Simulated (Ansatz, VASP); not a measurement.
Two plane-wave programs on Pb2O

```
Pb O
1.0
     5.51882    0.00000    0.00000
     0.00000    5.51882    0.00000
     0.00000    0.00000    5.51882
Pb O
4 2
Direct
  0.25000 0.25000 0.25000
  0.75000 0.75000 0.25000
  0.25000 0.75000 0.75000
  0.75000 0.25000 0.75000
  0.00000 0.00000 0.00000
  0.50000 0.50000 0.50000
```

Alike in both runs: functional r2SCAN; k mesh 6 × 6 × 6; occupations fermi-dirac, width 0.1 eV; no spin polarisation.

Ansatz relaxed the structure, and its values are those at the end. VASP's run is a single point on that final structure, the one shown.

|  | VASP | Ansatz |
| --- | --- | --- |
| version | VASP 6.6.1 | Ansatz 0.2.0 |
| potentials or method | VASP PAW PBE potentials, release 64 (Pb_d, O), cutoff 520 eV | PAW plane waves |
| valence electrons in the cell | 68 | 68 |

```tsv
	VASP	Ansatz	Ansatz less VASP
pressure (GPa)	-2.7	-2.8	-0.11
```

VASP's potentials were made for PBE, not for r2SCAN. With one functional, cell and mesh, what is left measures potentials, basis and numerics. Ansatz's warnings: stress scf threshold loose.

Neither program's run includes spin-orbit coupling.
